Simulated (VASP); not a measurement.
Crystal: HPb2.

```
Pb H
1.0
     3.77974    0.00000    0.00000
    -1.88987    3.27335    0.00000
     0.00000    0.00000    5.69896
Pb H
2 1
Direct
  0.66667 0.33333 0.83110
  0.33333 0.66667 0.34709
  0.00000 0.00000 0.90581
```

| Property | Result |
| --- | --- |
| Program | VASP 6.6.1 |
| Task | relaxation of cell and atoms |
| Functional | PBE |
| Potentials or basis | VASP PAW PBE potentials, release 64 (Pb_d, H) |
| Cutoff | 600 eV |
| k mesh | 12 × 12 × 8 |
| Occupations | gaussian, width 0.1 eV |
| Spin | no spin polarisation |

At the start: pressure -0.2 GPa; volume 23.50 Å³/atom.

Problem. Where does the relaxation end?

Solution. Over 20 steps the energy falls by 3.6 meV/atom and the volume is 23.21 Å³/atom (-1.3 %); space group P3m1 (No. 156, to 0.05 Å).

The path:
```
step  energy change (eV)  largest force (eV/Å)  pressure (GPa)  volume (Å³)
   1              0.0000                0.0324           -0.25        70.51
   2             -0.0022                0.0405           -0.02        70.14
   3             -0.0033                0.0518            0.32        69.62
   4             -0.0047                0.0564            0.15        69.99
   5             -0.0052                0.0667           -0.08        70.49
   6             -0.0052                0.0655           -0.05        70.42
   7             -0.0059                0.0552           -0.06        70.43
   8             -0.0072                0.0407           -0.10        70.46
   9             -0.0079                0.0639           -0.17        70.51
  10             -0.0080                0.0497           -0.15        70.49
  11             -0.0086                0.0527            0.07        70.05
  12             -0.0086                0.0542            0.16        69.86
  13             -0.0092                0.0439            0.13        69.86
  14             -0.0102                0.0197            0.04        69.85
  15             -0.0091                0.0364           -0.14        69.81
  16             -0.0103                0.0147           -0.01        69.84
  17             -0.0106                0.0061           -0.04        69.80
  18             -0.0107                0.0070           -0.07        69.76
  19             -0.0107                0.0063            0.09        69.46
  20             -0.0108                0.0064            0.00        69.62
```

Final structure:
```cif
data_structure
_symmetry_space_group_name_H-M 'P 1'
_symmetry_Int_Tables_number 1
_cell_length_a 3.7045
_cell_length_b 3.7045
_cell_length_c 5.8579
_cell_angle_alpha 90.000
_cell_angle_beta 90.000
_cell_angle_gamma 120.000
_cell_volume 69.62
loop_
_atom_site_label
_atom_site_type_symbol
_atom_site_fract_x
_atom_site_fract_y
_atom_site_fract_z
_atom_site_occupancy
Pb1 Pb 0.66667 0.33333 0.81458 1
Pb2 Pb 0.33333 0.66667 0.33946 1
H1 H 0.00000 0.00000 0.92996 1
```
